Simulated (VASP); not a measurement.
Crystal: Cd2S5.

```
CELL_PARAMETERS angstrom
-3.20377 2.76875 0.01784
-3.20377 -2.76875 0.01784
-1.02775 0.00000 10.20641
ATOMIC_POSITIONS crystal
Cd 0.55796 0.94890 0.85577
Cd 0.05110 0.44204 0.14423
S 0.88284 0.93582 0.27938
S 0.10634 0.66279 0.44337
S 0.33721 0.89366 0.55663
S 0.06418 0.11716 0.72062
S 0.56838 0.43162 0.00000
```

Base run:

```yaml
Program: VASP 6.6.1
Functional: PBE
Potentials_or_basis: VASP PAW PBE potentials, release 64 (Cd, S)
Cutoff: 520 eV
k_mesh: 4 × 4 × 2
Occupations: gaussian, width 0.1 eV
Spin: no spin polarisation
```

Its results: band gap on the k mesh 0.99 eV, direct; pressure 0.0 GPa; largest force 0.113 eV/Å.

Task: The run is repeated on the same cell with these changes: potentials or basis from VASP PAW PBE potentials, release 64 (Cd, S) to VASP PAW PBE potentials, release 64 (Cd_sv_GW, S); cutoff from 520 eV to 540 eV; further incar settings from ALGO = Normal; EDIFF = 1e-06; NBANDS = 36 to ALGO = Normal; EDIFF = 1e-06; NBANDS = 44; valence electrons from 54 to 70. What comes out?

Result: Band gap on the k mesh 0.98 eV, direct; pressure -0.7 GPa; largest force 0.112 eV/Å.

A k mesh can miss the band edges.
